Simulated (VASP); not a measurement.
# B3P2 (P1) in VASP: relaxation of cell and atoms with PBE

Aim: the relaxation of cell and atoms of B3P2 with PBE.

All numbers are computed with VASP 6.6.1; they aren't measurements. Logs are shortened: lines on timing, memory, paths and dates and some standing lists are left out, and cuts for length are marked.

### Step 1. The cell of the first run

The typed cell holds 5 atoms: a = 3.076 Å, b = 3.122 Å, c = 6.347 Å, α = 92.02°, β = 87.64°, γ = 120.43°.

### Step 2. Relaxation of cell and atoms, PBE

File INCAR:

```
SYSTEM = B3P2
PREC = Accurate
ENCUT = 600
EDIFF = 1E-6
ISMEAR = 0
SIGMA = 0.1
LREAL = .FALSE.
LASPH = .TRUE.
NELM = 80
ALGO = Normal
ISIF = 3
LWAVE = .FALSE.
LCHARG = .FALSE.
GGA = PE
IBRION = 2
NSW = 100
EDIFFG = -0.015
```

File KPOINTS:

```
Automatic mesh
0
G
  12 12 4
  0 0 0
```

File POSCAR:

```
B3P2
1.0
    3.0753193068     -0.0247080994      0.0632486760
   -1.5590574951      2.7044333939     -0.0547518504
    0.1299258171     -0.0548582954      6.3450638289
B P
3 2
Direct
   -0.0157624432     -0.0323933049      0.0159355080
    0.3375059407      0.6596095288      0.4572817094
    0.6279646656      0.3407538445      0.5176237138
    0.3354633406      0.6438110543      0.2074318929
    0.7148284963      0.3882188774      0.8017271760
```

Potentials or basis: VASP PAW PBE potentials, release 64 (B, P).

Launch:

```console
$ cat potpaw_PBE.64/B/POTCAR potpaw_PBE.64/P/POTCAR > POTCAR
$ mpirun -np 1 vasp_std > vasp.out
```

OUTCAR:

```text
SYSTEM = B3P2
   PREC = Accurate
   ENCUT = 600
   EDIFF = 1E-6
   ISMEAR = 0
   LREAL = .FALSE.
   LASPH = .TRUE.
   NELM = 80
   ISIF = 3
   GGA = PE
   IBRION = 2
   NSW = 100
   EDIFFG = -0.015

 ion  position               nearest neighbor table
   1  0.984  0.968  0.016-   5 2.05   4 2.08   4 2.17   4 2.23   5 2.35   5 2.36
   2  0.338  0.660  0.457-   4 1.58   3 1.70   3 1.87   3 1.91
   3  0.628  0.341  0.518-   2 1.70   5 1.82   2 1.87   2 1.91
   4  0.335  0.644  0.207-   2 1.58   1 2.08   1 2.17   1 2.23
   5  0.715  0.388  0.802-   3 1.82   1 2.05   1 2.35   1 2.36

  LATTYP: Found a triclinic cell.
 ALAT       =     3.0760688750
 B/A-ratio  =     1.0009427827
 C/A-ratio  =     2.0632278617
 COS(alpha) =     0.0053174796
 COS(beta)  =     0.0410925112
 COS(gamma) =     0.4854035704

  Lattice vectors:

 A1 = (   3.0753193068,  -0.0247080994,   0.0632486760)
 A2 = (   1.5162618117,   2.6797252945,   0.0084968256)
 A3 = (   0.1299258171,  -0.0548582954,   6.3450638289)

Analysis of symmetry for initial positions (statically):
=====================================================================
 Subroutine PRICEL returns:
 Original cell was already a primitive cell.

 Routine SETGRP: Setting up the symmetry group for a
 triclinic supercell.

 Subroutine GETGRP returns: Found  1 space group operations
 (whereof  1 operations were pure point group operations)
 out of a pool of  2 trial point group operations.

The static configuration has the point symmetry C_1 .

Analysis of symmetry for dynamics (positions and initial velocities):
=====================================================================
 Subroutine PRICEL returns:
 Original cell was already a primitive cell.

 Routine SETGRP: Setting up the symmetry group for a
 triclinic supercell.

 Subroutine GETGRP returns: Found  1 space group operations
 (whereof  1 operations were pure point group operations)
 out of a pool of  2 trial point group operations.

The dynamic configuration has the point symmetry C_1 .

 Subroutine INISYM returns: Found  1 space group operations
 (whereof  1 operations are pure point group operations),
 and found     1 'primitive' translations

----------------------------------------------------------------------------------------

                                     Primitive cell

  volume of cell :      52.5016

  direct lattice vectors                    reciprocal lattice vectors
     3.075319307 -0.024708099  0.063248676     0.326786362  0.188283980 -0.005063629
    -1.559057495  2.704433394 -0.054751850     0.002920003  0.371510367  0.003152221
     0.129925817 -0.054858295  6.345063829    -0.003232265  0.001328933  0.157680503

  length of vectors
     3.076068875  3.122117554  6.346631007     0.377181420  0.371535214  0.157719227

  position of ions in fractional coordinates (direct lattice)
     0.984237557  0.967606695  0.015935508
     0.337505941  0.659609529  0.457281709
     0.627964666  0.340753844  0.517623714
     0.335463341  0.643811054  0.207431893
     0.714828496  0.388218877  0.801727176

  ion indices of the primitive-cell ions
   primitive index   ion index
                 1           1
                 2           2
                 3           3
                 4           4
                 5           5

----------------------------------------------------------------------------------------

 KPOINTS: Automatic mesh

Automatic generation of k-mesh.
 Grid dimensions read from file:
 generate k-points for:   12   12    4

 Generating k-lattice:

  Cartesian coordinates                     Fractional coordinates (reciprocal lattice)
     0.027232197  0.015690332 -0.000421969     0.083333333 -0.000000000  0.000000000
     0.000243334  0.030959197  0.000262685    -0.000000000  0.083333333  0.000000000
    -0.000808066  0.000332233  0.039420126     0.000000000 -0.000000000  0.250000000

  Length of vectors
     0.031431785  0.030961268  0.039429807

  Shift w.r.t. Gamma in fractional coordinates (k-lattice)
     0.000000000  0.000000000  0.000000000

 Subroutine IBZKPT returns following result:
 ===========================================

 Found    292 irreducible k-points:

 Following reciprocal coordinates:
            Coordinates               Weight
  0.000000  0.000000  0.000000      1.000000
  0.083333  0.000000 -0.000000      2.000000
  0.166667  0.000000 -0.000000      2.000000
  0.250000 -0.000000  0.000000      2.000000
  0.333333 -0.000000 -0.000000      2.000000
  0.416667  0.000000  0.000000      2.000000
[... 16 lines left out ...]
  0.250000  0.166667  0.000000      2.000000
  0.333333  0.166667 -0.000000      2.000000
 [... further k-points ...]
   k-points           NKPTS =    292   k-points in BZ     NKDIM =    292   number of bands    NBANDS=     13
   number of dos      NEDOS =    301   number of ions     NIONS =      5
   total plane-waves  NPLWV =  42336
   dimension x,y,z NGX =    28 NGY =   28 NGZ =   54
   dimension x,y,z NGXF=    56 NGYF=   56 NGZF=  108
   ions per type =               3   2
   NGX,Y,Z   is equivalent  to a cutoff of  15.13, 14.91, 14.14 a.u.
   NGXF,Y,Z  is equivalent  to a cutoff of  30.27, 29.82, 28.29 a.u.
 SYSTEM =  B3P2
   PREC   = accura    normal or accurate (medium, high low for compatibility)
   ISTART =      0    job   : 0-new  1-cont  2-samecut
   ICHARG =      2    charge: 1-file 2-atom 10-const
   ISPIN  =      1    spin polarized calculation?
   LNONCOLLINEAR =      F non collinear calculations
   LSORBIT =      F    spin-orbit coupling
   LASPH  =      T    aspherical Exc in radial PAW
   ENCUT  =  600.0 eV  44.10 Ry    6.64 a.u.   6.14  6.24 12.68*2*pi/ulx,y,z
   NELM   =     80;   NELMIN=  2; NELMDL= -5     # of ELM steps
   EDIFF  = 0.1E-05   stopping-criterion for ELM
   LREAL  =      F    real-space projection
   EDIFFG = -.1E-01   stopping-criterion for IOM
   NSW    =    100    number of steps for IOM
   IBRION =      2    ionic relax: 0-MD 1-quasi-New 2-CG
   NFREE  =      1    steps in history (QN), initial steepest desc. (CG)
   ISIF   =      3    stress and relaxation
   ISYM   =      2    0-nonsym 1-usesym 2-fastsym
   POTIM  = 0.5000    time-step for ionic-motion
   TEBEG  =    0.0;   TEEND  =   0.0 temperature during run
   PSTRESS=    0.0 pullay stress
   NELECT =      19.0000    total number of electrons
   NUPDOWN=      -1.0000    fix difference up-down
   EMIN   =  10.00;   EMAX   =-10.00  energy-range for DOS
   EFERMI =   0.00;   METHOD = LEGACY
   ISMEAR =     0;   SIGMA  =   0.10  broadening in eV -4-tet -1-fermi 0-gaus
   EFERMI_NEDOS =   21; number of points for ismear=-14 and -15
   IALGO  =     38    algorithm
   IMIX   =      4    mixing-type and parameters
     AMIX     =   0.40;   BMIX     =  1.00
     AMIX_MAG =   1.60;   BMIX_MAG =  1.00
  volume/ion in A,a.u.               =      10.50        70.86
  Fermi-wavevector in a.u.,A,eV,Ry     =   1.166636  2.204622 18.518057  1.361039
  Thomas-Fermi vector in A             =   2.303146
   LORBIT       =      0    0 simple, 1 ext, 2 COOP (PROOUT), +10 PAW based schemes
   GGA     = PE    functional components
   LHFCALC =     F    Hartree Fock is set to
   AEXX    =    0.0000 exact exchange contribution
   IVDW    =     0    specifies the selected vdW correction
   LEPSILON=     F    determine dielectric tensor
   LRPA    =     F    only Hartree local field effects (RPA)
 conjugate gradient relaxation of ions
 non-spin polarized calculation
 Gauss-broadening in eV      SIGMA  =   0.10
  energy-cutoff  :      600.00
  volume of cell :       52.50
 maximum number of plane-waves:      1776
 NGX is ok and might be reduce to    28
   NGX = 13   NGY = 13   NGZ = 25

--------------------------------------- Ionic step        1  -------------------------------------------

 number of electron      19.0000001 magnetization

 Free energy of the ion-electron system (eV)
  ---------------------------------------------------
  ext. energy  EPLUGINS =         0.00000000
  ---------------------------------------------------
  free energy    TOTEN  =       -27.23199464 eV

  energy without entropy =      -27.22640580  energy(sigma->0) =      -27.22920022

------------------------ aborting loop because EDIFF is reached ----------------------------------------

  FORCE on cell =-STRESS in cart. coord.  units (eV):
  Direction    XX          YY          ZZ          XY          YZ          ZX
  --------------------------------------------------------------------------------------
  -------------------------------------------------------------------------------------
  Total       -0.3672746     -2.2208874     12.0186062      0.1549247     -0.1036917      0.4417127
  in kB      -11.2080277    -67.7742608    366.7687696      4.7277987     -3.1643339     13.4796361
  external PRESSURE =      95.9288270 kB  Pullay stress =       0.0000000 kB
[... 98 lines left out ...]
  FREE ENERGIE OF THE ION-ELECTRON SYSTEM (eV)
  ---------------------------------------------------
  free  energy   TOTEN  =       -27.7466692079 eV

  energy  without entropy=      -27.7370871706  energy(sigma->0) =      -27.74187819

[... ionic steps 4 to 30 ...]

--------------------------------------- Ionic step       31  -------------------------------------------

 number of electron      19.0000001 magnetization

------------------------ aborting loop because EDIFF is reached ----------------------------------------

  FORCE on cell =-STRESS in cart. coord.  units (eV):
  Direction    XX          YY          ZZ          XY          YZ          ZX
  --------------------------------------------------------------------------------------
  -------------------------------------------------------------------------------------
  Total       -0.0064289      0.0084964     -0.0188650      0.0055713      0.0024239     -0.0220511
  in kB       -0.1976601      0.2612260     -0.5800153      0.1712934      0.0745235     -0.6779745
  external PRESSURE =      -0.1721498 kB  Pullay stress =       0.0000000 kB
[... 63 lines left out ...]
  energy  without entropy=      -28.7143802129  energy(sigma->0) =      -28.71644948

--------------------------------------- Ionic step       33  -------------------------------------------

 number of electron      19.0000001 magnetization

 Free energy of the ion-electron system (eV)
  ---------------------------------------------------
  ext. energy  EPLUGINS =         0.00000000
  ---------------------------------------------------
  free energy    TOTEN  =       -28.71856957 eV

  energy without entropy =      -28.71444854  energy(sigma->0) =      -28.71650906

 E-fermi :   7.6034     XC(G=0): -11.3692

 val. band max:        7.5865690752   @ k =  -0.0833   0.0833   0.0000
 cond. band min:       7.6525096403   @ k =   0.0833  -0.1667   0.2500
 fundamental gap:      0.0659405651
 Fermi energy:         7.6033634519

 k-point     1 :       0.0000    0.0000    0.0000
  band No.  band energies     occupation
      1      -8.5732      2.00000
      2      -5.1656      2.00000
      3      -3.8477      2.00000
      4       3.3213      2.00000
      5       5.3542      2.00000
      6       7.2165      2.00000
      7       7.2262      2.00000
      8       7.7612      0.02559
      9       7.7660      0.02147
     10      10.3107      0.00000
     11      10.3146      0.00000
     12      12.4888      0.00000
     13      12.4982      0.00000
[... 353 lines left out ...]
 k-point    24 :       0.3333    0.1667   -0.0000
  band No.  band energies     occupation
      1      -5.2003      2.00000
      2      -3.0506      2.00000
      3      -1.0199      2.00000
      4      -0.3935      2.00000
      5       1.3472      2.00000
      6       2.0629      2.00000
      7       2.6316      2.00000
      8       4.8702      2.00000
      9       4.9662      2.00000
     10       7.4661      1.94776
     11       8.4890      0.00000
     12      11.3687      0.00000
     13      12.1454      0.00000

 [... further k-points ...]
[... 5 lines left out ...]
  --------------------------------------------------------------------------------------
  -------------------------------------------------------------------------------------
  Total       -0.0147337     -0.0036756      0.0135525     -0.0007769      0.0016631     -0.0140453
  in kB       -0.4529874     -0.1130074      0.4166717     -0.0238867      0.0511305     -0.4318228
  external PRESSURE =      -0.0497744 kB  Pullay stress =       0.0000000 kB
[... 20 lines left out ...]
  FREE ENERGIE OF THE ION-ELECTRON SYSTEM (eV)
  ---------------------------------------------------
  free  energy   TOTEN  =       -28.7185695731 eV

  energy  without entropy=      -28.7144485410  energy(sigma->0) =      -28.71650906

 reached required accuracy - stopping structural energy minimisation
```

It took 36 min on 1 thread of Intel Xeon Platinum 8559C (Emerald Rapids), shared host; peak memory 0.39 GiB.

Results:

| Property | Result |
| --- | --- |
| Free energy | -28.7186 eV |
| Relaxed volume | 10.42 Å³/atom |
| Relaxed cell | a = 3.068 Å, b = 3.067 Å, c = 6.396 Å, α = 90.02°, β = 89.96°, γ = 120.00° |
| Space group after relaxing (to 0.05 Å) | P-3m1 (No. 164) |
| Energy gained by relaxing | 297.3 meV/atom |
| Ionic steps | 33 |
| Pressure after relaxing | 0.0 GPa |
| Largest force after relaxing | 0.012 eV/Å |

Forces on the atoms (eV/Å):
```
B   -0.002 -0.001  0.011
B   -0.001 -0.001  0.003
B    0.000 -0.001 -0.004
P    0.000  0.003 -0.011
P    0.002 -0.001  0.002
```

The path:
```
step  energy change (eV)  largest force (eV/Å)  pressure (GPa)  volume (Å³)
   1              0.0000               10.1893            9.59        52.50
   2             -0.2003                2.6096            1.16        57.13
   3             -0.5147                2.0800           -1.39        56.40
   4             -0.7438                1.6422           -3.12        55.82
   5             -1.2526                1.1415           -5.02        54.18
   6             -1.2198                2.1488           -2.18        53.34
   7             -1.2844                1.0699           -4.49        53.90
   8             -1.2873                1.0644           -4.15        53.77
   9             -1.4069                0.4098            1.46        52.03
  10             -1.4070                0.4081            1.65        51.98
  11             -1.4322                0.3246            0.32        52.41
  12             -1.4375                0.2902           -0.49        52.72
  13             -1.4479                0.2311           -0.59        52.64
  14             -1.4513                0.2611           -0.63        52.56
  15             -1.4587                0.1949            0.06        52.29
  16             -1.4611                0.1828            0.75        52.04
  17             -1.4664                0.1450            0.29        52.20
  18             -1.4704                0.1130           -0.55        52.50
  19             -1.4737                0.1329           -0.08        52.31
  20             -1.4742                0.2004            0.20        52.21
  21             -1.4774                0.1304            0.21        52.16
  22             -1.4792                0.1476            0.27        52.08
  23             -1.4824                0.0935           -0.16        52.18
  24             -1.4829                0.0739           -0.37        52.23
  25             -1.4848                0.0479            0.22        52.06
  26             -1.4849                0.0503            0.31        52.03
  27             -1.4860                0.0427           -0.10        52.14
  28             -1.4861                0.0428           -0.21        52.17
  29             -1.4864                0.0325            0.11        52.07
  30             -1.4864                0.0326            0.11        52.07
  31             -1.4865                0.0156           -0.02        52.11
  32             -1.4865                0.0153           -0.03        52.11
  33             -1.4866                0.0117            0.00        52.11
```

Final structure:
```
CELL_PARAMETERS angstrom
3.06759 0.00027 0.00226
-1.53379 2.65601 -0.00152
-0.00016 0.00094 6.39570
ATOMIC_POSITIONS crystal
B 0.00004 0.99998 0.99918
B 0.33340 0.66673 0.47781
B 0.66676 0.33345 0.52250
P 0.33311 0.66642 0.18069
P 0.66669 0.33342 0.81983
```

Levels at points of the mesh, in eV from the Fermi level:
| k point | band 7 | band 8 | band 9 | band 10 | band 11 | band 12 | band 13 |
| --- | --- | --- | --- | --- | --- | --- | --- |
| (0.00, 0.00, 0.00) | -0.38 | 0.16 | 0.16 | 2.71 | 2.71 | 4.89 | 4.89 |
| (0.50, 0.00, 0.00) | -3.74 | -1.14 | -1.09 | -0.99 | 1.08 | 1.85 | 3.61 |
| (0.00, 0.50, 0.00) | -3.74 | -1.14 | -1.09 | -0.99 | 1.08 | 1.85 | 3.60 |
| (0.50, 0.50, 0.00) | -3.74 | -1.13 | -1.09 | -0.99 | 1.08 | 1.85 | 3.60 |
| (0.00, 0.00, 0.50) | 0.93 | 0.93 | 1.14 | 1.45 | 1.46 | 4.58 | 5.68 |
| (0.50, 0.00, 0.50) | -4.13 | -3.52 | -2.07 | -1.90 | 1.65 | 2.55 | 4.00 |
| (0.00, 0.50, 0.50) | -4.13 | -3.53 | -2.06 | -1.91 | 1.65 | 2.55 | 4.00 |
| (0.50, 0.50, 0.50) | -4.14 | -3.53 | -2.07 | -1.91 | 1.65 | 2.55 | 4.00 |
